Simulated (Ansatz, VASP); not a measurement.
## Ta: VASP beside Ansatz

```xyz
1
Lattice="-1.6751 1.6751 1.6751 1.6751 -1.6751 1.6751 1.6751 1.6751 -1.6751" Properties=species:S:1:pos:R:3 pbc="T T T"
Ta    0.0000    0.0000    0.0000
```

Alike in both runs: task single point; functional r2SCAN; k mesh 22 × 22 × 22; occupations fermi-dirac, width 0.1 eV; no spin polarisation.

|  | VASP | Ansatz |
| --- | --- | --- |
| version | VASP 6.6.1 | Ansatz 0.2.0 |
| potentials or method | VASP PAW PBE potentials, release 64 (Ta_pv), cutoff 520 eV | plane waves (500 eV) with PAW, scalar-relativistic |
| valence electrons in the cell | 11 | 13 |

|  | VASP | Ansatz | Ansatz less VASP |
| --- | --- | --- | --- |
| pressure (GPa) | -6.9 | -7.5 | -0.52 |

VASP's potentials were made for PBE, not for r2SCAN. VASP's potentials hold 11 valence electrons a cell and Ansatz's 13, so a difference there can come from the potentials and not from the codes.

Neither program's run includes spin-orbit coupling.
